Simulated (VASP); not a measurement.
Input of a VASP 6.6.1 run:

File INCAR:

```
  PREC = Accurate
  ENCUT = 600
  EDIFF = 1E-6
  ISMEAR = 0
  SIGMA = 0.1
  LREAL = F
  LASPH = T
  NELM = 100
  ALGO = Fast
  ISIF = 3
  LWAVE = F
  LCHARG = F
  GGA = PE
  IBRION = 2
  NSW = 100
  EDIFFG = -0.01
```

KPOINTS

```
regular mesh
0
Gamma
  6 6 6
```

The input POSCAR:

```
SrTlBr3
1.0
    5.9077208487      0.0000000000      0.0000000000
    0.0000000000      5.9077208487      0.0000000000
    0.0000000000      0.0000000000      5.9077208487
Sr Tl Br
1 1 3
Direct
    0.0000000000      0.0000000000      0.0000000000
    0.5000000000      0.5000000000      0.5000000000
    0.0000000000      0.5000000000      0.5000000000
    0.5000000000      0.0000000000      0.5000000000
    0.5000000000      0.5000000000      0.0000000000
```

Potentials or basis: VASP PAW PBE potentials, release 64 (Sr_sv, Tl_d, Br).

Launch:

```console
$ cat potpaw_PBE.64/Sr_sv/POTCAR potpaw_PBE.64/Tl_d/POTCAR potpaw_PBE.64/Br/POTCAR > POTCAR
$ mpirun -np 1 vasp_std > vasp.out
```

(1) Estimate the band gap on the k mesh.

(2) Predict the space group after relaxing (to 0.1 Å).

Answers

(1) zero (bands 22 and 23 overlap by 0.91 eV).

(2) Pm-3m (No. 221).

Caveat: spin-orbit coupling is left out, which moves the levels of the heavy elements.
